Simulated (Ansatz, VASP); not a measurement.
## Two plane-wave programs on Ru

```xyz
2
Lattice="2.7055 0.0000 0.0000 -1.3528 2.3431 0.0000 0.0000 0.0000 4.2679" Properties=species:S:1:pos:R:3 pbc="T T T"
Ru    0.0000    1.5620    1.0670
Ru    1.3528    0.7810    3.2010
```

Alike in both runs: functional r2SCAN; k mesh 15 × 15 × 8; occupations fermi-dirac, width 0.15 eV; no spin polarisation.

Ansatz relaxed the structure, and its values are those at the end. VASP's run is a single point on that final structure, the one shown.

|  | VASP | Ansatz |
| --- | --- | --- |
| version | VASP 6.6.1 | Ansatz 0.2.0 |
| potentials or method | VASP PAW PBE potentials, release 64 (Ru_sv), cutoff 660 eV | scalar-relativistic, plane waves, PAW |
| valence electrons in the cell | 32 | 32 |

Ansatz gave:

* gap on the k mesh at the Fermi level (eV): none
* pressure (GPa): 0.0

Task: Estimate VASP's values.

Result: gap on the k mesh at the Fermi level (eV): none; pressure (GPa): -0.3.

VASP's potentials were made for PBE, not for r2SCAN. A gap of «none» marks a metal or a gap that the smearing closes. The functional is the same, so the differences come from potentials, cutoffs and numerics.
